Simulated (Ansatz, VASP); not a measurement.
## One calculation of EuMn, two programs

INCAR

```
SYSTEM = EuMn
PREC = Accurate
ENCUT = 520
EDIFF = 1E-7
ISMEAR = 0
SIGMA = 0.05
LREAL = .False.
LASPH = .True.
NELM = 150
ALGO = Normal
ISIF = 2
LWAVE = .False.
LCHARG = .False.
ISPIN = 2
MAGMOM = 7.38 -3.85
LORBIT = 11
LMAXMIX = 6
GGA = PS
NBANDS = 26
```

File KPOINTS:

```
Automatic mesh
0
Gamma
  8 8 8
  0 0 0
```

Contents of POSCAR:

```
EuMn
1.0
    3.4710923278      0.0000000000      0.0000000000
    0.0000000000      3.4710923278      0.0000000000
    0.0000000000      0.0000000000      3.4710923278
Eu Mn
1 1
Direct
    0.0000000000      0.0000000000      0.0000000000
    0.5000000000      0.5000000000      0.5000000000
```

Input for Ansatz:

```yaml
crystal:
  lattice:
    - [3.4710923278, 0.0, 0.0]
    - [0.0, 3.4710923278, 0.0]
    - [0.0, 0.0, 3.4710923278]
  atoms:
    - { symbol: Eu, position: [0.0, 0.0, 0.0], spin: 7.38 }
    - { symbol: Mn, position: [0.5, 0.5, 0.5], spin: -3.85 }
basis:
  ecutwfc: 420
  ecutrho_ratio: 4
kpoints:
  mp_grid: { grid: [8, 8, 8] }
hamiltonian:
  xc: pbesol
scf:
  occupations: { method: gaussian, width: 0.05 }
output:
  forces: true
  stress: true
  eigenvalues: true
  populations: true
magnetization:
  spin_polarized: true
```

Alike in both runs: task single point; functional PBEsol; k mesh 8 × 8 × 8; occupations gaussian, width 0.05 eV; collinear spin.

|  | VASP | Ansatz |
| --- | --- | --- |
| version | VASP 6.6.1 | Ansatz 0.2.0 |
| potentials or method | VASP PAW PBE potentials, release 64 (Eu, Mn_pv), cutoff 520 eV | scalar-relativistic, plane waves, PAW |
| valence electrons in the cell | 30 | 32 |

|  | VASP | Ansatz | Ansatz less VASP |
| --- | --- | --- | --- |
| gap on the k mesh at the Fermi level (eV) | none | none | - |
| pressure (GPa) | 1.9 | 1.9 | +0.05 |
| net moment per atom (μB) | 1.79 | 1.79 | -0.002 |
| size of the moment on the site where the two differ most (μB) | 6.57 | 6.69 | +0.128 |

VASP's potentials were made for PBE, not for PBEsol. Site moments also hang on the region over which each program counts them. A gap of «none» marks a metal or a gap that the smearing closes. VASP's potentials hold 30 valence electrons a cell and Ansatz's 32, so a difference there can come from the potentials and not from the codes. Ansatz's warnings: given moment on shells.

Spin-orbit coupling is off throughout.
